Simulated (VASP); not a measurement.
Input of a VASP 6.6.1 run:

File INCAR:

```
SYSTEM = Cs2Pb2Br5
  PREC = Accurate
  ENCUT = 520
  EDIFF = 1E-6
  ISMEAR = -1
  SIGMA = 0.05
  LREAL = .False.
  LASPH = .True.
  NELM = 60
  ALGO = Normal
  ISIF = 2
  LWAVE = .False.
  LCHARG = .False.
  GGA = PS
  NBANDS = 50
```

The input KPOINTS:

```
regular mesh
0
Gamma
  3 3 2
  0 0 0
```

The input POSCAR:

```
Cs2Pb2Br5
1.0
    5.6493560000      0.0000000000      0.0000000000
    0.0000000000      5.6493560000      0.0000000000
    0.0000000000      0.0000000000     11.2987120000
Pb Cs Br
2 2 5
Direct
    0.5008089418      0.5088135710      0.2495795981
    0.5006986637      0.3858990299      0.7495896877
    0.0009553301     -0.0022393703      0.0038031769
    0.0006954775     -0.0034956197      0.4956062249
    0.0008199165      0.4997624508      0.2493983385
    0.5009158566      0.0096280001      0.2496407555
    0.5006827327      0.5711824498     -0.0099482136
    0.0006715810      0.4727255638      0.7494454235
    0.5006783074      0.5711429763      0.5090898856
```

Potentials or basis: VASP PAW PBE potentials, release 64 (Pb_d, Cs_sv, Br).

Launch:

```sh
$ cat potpaw_PBE.64/Pb_d/POTCAR potpaw_PBE.64/Cs_sv/POTCAR potpaw_PBE.64/Br/POTCAR > POTCAR
$ mpirun -np 1 vasp_std > vasp.out
```

(1) Estimate the pressure.

(2) Estimate the largest force.

Answers

(1) 1.3 GPa.

(2) 0.004 eV/Å.

Caveat: the k points lie up to 0.37 Å⁻¹ apart; the PAW data sets were made with another functional, which shifts forces and pressure a little; an odd number of electrons without spin polarisation forces a metal; a magnetic or distorted state may lie lower.
